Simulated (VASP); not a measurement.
Wanted: the native input for a VASP 6.6.1 run.

| Property | Result |
| --- | --- |
| Task | relaxation of cell and atoms |
| Functional | RPBE |
| Potentials or basis | VASP PAW PBE potentials, release 64 (Te) |
| Cutoff | 600 eV |
| k mesh | 4 × 4 × 4 |
| Occupations | fermi-dirac, width 0.1 eV |
| Spin | no spin polarisation |
| Dipole correction | no |
| Further INCAR settings | ALGO = Normal; EDIFF = 1e-06; IBRION = 2; EDIFFG = -0.01; NSW = 80; ISIF = 3 |

The structure of Te lies in POSCAR:

```
Te
1.0
    6.1330711348      0.0000000000      0.0000000000
    0.0000000000      6.1330711348      0.0000000000
    0.0000000000      0.0000000000      6.1330711348
Te
8
Direct
    0.0000000000      0.0000000000      0.0000000000
    0.5000000000      0.5000000000      0.5000000000
    0.2500000000      0.0000000000      0.5000000000
    0.7500000000      0.0000000000      0.5000000000
    0.5000000000      0.2500000000      0.0000000000
    0.5000000000      0.7500000000      0.0000000000
    0.0000000000      0.5000000000      0.2500000000
    0.0000000000      0.5000000000      0.7500000000
```

These files were run (other wordings do the same):

INCAR

```
PREC     = Accurate       # precision mode
ENCUT    = 600            # plane-wave cutoff, eV
EDIFF    = 1E-6           # SCF threshold, eV
ISMEAR   = -1             # smearing method
SIGMA    = 0.1            # smearing width, eV
LREAL    = False          # projectors in reciprocal space
LASPH    = True           # aspherical terms in the spheres
NELM     = 80             # most SCF steps
ALGO     = Normal         # electronic algorithm
ISIF     = 3              # what is computed and relaxed
LWAVE    = False          # write WAVECAR
LCHARG   = False          # write CHGCAR
GGA      = RP             # functional
IBRION   = 2              # ionic algorithm
NSW      = 80             # ionic steps
EDIFFG   = -0.01          # ionic threshold
```

KPOINTS

```
Automatic mesh
0
Gamma
  4 4 4
```

Potentials or basis: VASP PAW PBE potentials, release 64 (Te).

Launch:

```bash
$ cat potpaw_PBE.64/Te/POTCAR > POTCAR
$ mpirun -np 1 vasp_std > vasp.out
```

It gave:

- Relaxed volume: 29.98 Å³/atom
- Relaxed cell: a = 6.213 Å, b = 6.213 Å, c = 6.213 Å, α = 90.00°, β = 90.00°, γ = 90.00°
- Space group after relaxing (to 0.05 Å): Pm-3n (No. 223)
- Energy gained by relaxing: 6.6 meV/atom
- Ionic steps: 3
- Pressure after relaxing: 0.0 GPa

Caveat: the PAW data sets were made with another functional, which shifts forces and pressure a little.

It took 3.2 min on 1 thread of Intel(R) Xeon(R) Platinum 8375C CPU @ 2.90GHz (Ice Lake), on a shared host, peak memory 0.38 GiB.
